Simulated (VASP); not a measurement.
# Ti (Fm-3m) in VASP: a series of runs, part 2 of 2

VASP 6.6.1. The steps go on from the part before.

**5. Relaxation of cell and atoms, LDA, target pressure 17 GPa, at which the enthalpy is minimised**

Contents of INCAR:

```
SYSTEM = Ti
  PREC = Accurate
  ENCUT = 600
  EDIFF = 1E-6
  ISMEAR = -1
  SIGMA = 0.05
  LREAL = .False.
  LASPH = .True.
  NELM = 60
  ALGO = Normal
  ISIF = 3
  LWAVE = .False.
  LCHARG = .False.
  GGA = CA
  IBRION = 2
  NSW = 60
  EDIFFG = -0.005
  PSTRESS = 170.0
```

Contents of KPOINTS:

```
Automatic mesh
0
Gamma
  17 17 17
  0 0 0
```

Contents of POSCAR:

```
Ti
1.0
    0.0000000000      1.9268485582      1.9268485582
    1.9268485582      0.0000000000      1.9268485582
    1.9268485582      1.9268485582      0.0000000000
Ti
1
Direct
    0.0000000000      0.0000000000      0.0000000000
```

Potentials or basis: VASP PAW LDA potentials, release 64 (Ti_sv).

Command:

```
$ cat potpaw_LDA.64/Ti_sv/POTCAR > POTCAR
$ mpirun -np 1 vasp_std > vasp.out
```

OUTCAR:

```text
SYSTEM = Ti
   PREC = Accurate
   ENCUT = 600
   EDIFF = 1E-6
   ISMEAR = -1
   LREAL = .False.
   LASPH = .True.
   NELM = 60
   ISIF = 3
   GGA = CA
   IBRION = 2
   NSW = 60
   EDIFFG = -0.005
   PSTRESS = 170.0

 ion  position               nearest neighbor table
   1  0.000  0.000  0.000-

  LATTYP: Found a face centered cubic cell.
 ALAT       =     3.8536971164

  Lattice vectors:

 A1 = (   0.0000000000,   1.9268485582,   1.9268485582)
 A2 = (   1.9268485582,   0.0000000000,   1.9268485582)
 A3 = (   1.9268485582,   1.9268485582,   0.0000000000)

Analysis of symmetry for initial positions (statically):
=====================================================================
 Subroutine PRICEL returns:
 Original cell was already a primitive cell.

 Routine SETGRP: Setting up the symmetry group for a
 face centered cubic supercell.

 Subroutine GETGRP returns: Found 48 space group operations
 (whereof 48 operations were pure point group operations)
 out of a pool of 48 trial point group operations.

The static configuration has the point symmetry O_h .

Analysis of symmetry for dynamics (positions and initial velocities):
=====================================================================
 Subroutine PRICEL returns:
[... 166 lines left out ...]
  external PRESSURE =      -7.0048463 kB  Pullay stress =     170.0000000 kB
[... 61 lines left out ...]
--------------------------------------- Ionic step        3  -------------------------------------------

 number of electron      12.0000000 magnetization

 Free energy of the ion-electron system (eV)
  ---------------------------------------------------
  ext. energy  EPLUGINS =         0.00000000
  ---------------------------------------------------
  free energy    TOTEN  =        -8.41953183 eV

  energy without entropy =       -8.40852106  energy(sigma->0) =       -8.41402645

 E-fermi :  10.2746     XC(G=0): -12.7636

 val. band max:       10.2607142605   @ k =  -0.4706   0.1176   0.0000
 cond. band min:      10.2890221887   @ k =  -0.2353   0.2353   0.0588
 fundamental gap:      0.0283079283
 Fermi energy:        10.2746162061

 k-point     1 :       0.0000    0.0000    0.0000
  band No.  band energies     occupation
      1     -45.4985      2.00000
      2     -21.3939      2.00000
      3     -21.3939      2.00000
      4     -21.3939      2.00000
      5       3.8623      2.00000
      6      11.1947      0.00000
      7      11.1947      0.00000
      8      11.1947      0.00000
      9      13.3028      0.00000
     10      13.3028      0.00000
[... 287 lines left out ...]
 k-point    24 :      -0.1176    0.0588    0.0000
  band No.  band energies     occupation
      1     -45.4428      2.00000
      2     -21.6487      2.00000
      3     -21.4563      2.00000
      4     -21.4128      2.00000
      5       4.6902      2.00000
      6      10.6839      0.00056
      7      11.4790      0.00000
      8      11.4854      0.00000
      9      12.9409      0.00000
     10      13.3456      0.00000

 [... further k-points ...]

------------------------ aborting loop because EDIFF is reached ----------------------------------------

  FORCE on cell =-STRESS in cart. coord.  units (eV):
  Direction    XX          YY          ZZ          XY          YZ          ZX
  --------------------------------------------------------------------------------------
  -------------------------------------------------------------------------------------
  Total        1.5119083      1.5119083      1.5119083     -0.0000000     -0.0000000     -0.0000000
  in kB      169.9942725    169.9942725    169.9942725     -0.0000000     -0.0000000     -0.0000000
  external PRESSURE =      -0.0057275 kB  Pullay stress =     170.0000000 kB
[... 20 lines left out ...]
  energy  without entropy=       -8.4085210632  energy(sigma->0) =       -8.41402645

  enthalpy is  TOTEN    =        -6.9075725839 eV   P V=        1.5119592432

 reached required accuracy - stopping structural energy minimisation
```

CONTCAR:

```text
Ti
   1.00000000000000
    -0.0000000000000000    1.9242311901022093    1.9242311901022093
     1.9242311901022093   -0.0000000000000000    1.9242311901022093
     1.9242311901022093    1.9242311901022093    0.0000000000000000
  Ti
     1
Direct
     0.0000000000000000    0.0000000000000000    0.0000000000000000

  0.00000000E+00  0.00000000E+00  0.00000000E+00
```

Wall time 19 s (1 thread of Intel Xeon 6975P-C (Granite Rapids), shared host); peak memory 0.16 GiB.

Results:

```
Free energy                                            : -8.4195 eV
Relaxed volume                                         : 14.25 Å³/atom
Relaxed cell                                           : a = 2.721 Å, b = 2.721 Å, c = 2.721 Å, α = 60.00°, β = 60.00°, γ = 60.00°
Space group after relaxing (to 0.05 Å)                 : Fm-3m (No. 225)
Energy change on relaxing (the enthalpy is what falls) : +6.0 meV/atom
Ionic steps                                            : 3
Pressure after relaxing                                : 17.0 GPa
Band gap on the k mesh                                 : zero (band 6 reaches 11.19 eV, above the bottom of band 7 at 9.72 eV)
```

The path:
| step | energy change (eV) | largest force (eV/Å) | pressure (GPa) | volume (Å³) |
| --- | --- | --- | --- | --- |
| 1 | 0.0000 | 0.0000 | 16.30 | 14.31 |
| 2 | 0.0138 | 0.0000 | 17.86 | 14.18 |
| 3 | 0.0060 | 0.0000 | 17.00 | 14.25 |

Final structure:
```yaml
crystal:
  lattice:
    - [0.00000, 1.92423, 1.92423]
    - [1.92423, 0.00000, 1.92423]
    - [1.92423, 1.92423, 0.00000]
  atoms:
    - { symbol: Ti, position: [0.00000, 0.00000, 0.00000] }
```

Levels at points of the mesh, in eV from the Fermi level:
```tsv
k point	band 4	band 5	band 6	band 7	band 8	band 9
(0.00, 0.00, 0.00)	-31.67	-6.41	0.92	0.92	0.92	3.03
```

Caveat: the cell is relaxed towards a set pressure, so the enthalpy falls and the energy may rise.

**6. The runs side by side**

| task | cell | cutoff (eV) | gap on the mesh (eV) | pressure (GPa) |
| --- | --- | --- | --- | --- |
| single point | a = 2.723 Å, angles 60.0°, 1 atom | 520 | none | 16.7 |
| relaxation of cell and atoms | relaxed to 17 GPa from a = 2.723 Å, angles 60.0°, 1 atom | 600 | none | 17.0 |
| relaxation of cell and atoms | relaxed to 17 GPa from a = 2.725 Å, angles 60.0°, 1 atom | 600 | none | 17.0 |

Alike in all rows: level LDA; potentials or basis VASP PAW LDA potentials, release 64 (Ti_sv); no spin polarisation; k mesh 17 × 17 × 17; smearing fermi-dirac 0.05 eV.

Caveats: the cell is relaxed towards a set pressure, so the enthalpy falls and the energy may rise (some runs).

Absolute energies hang on the potentials; compare differences alone.
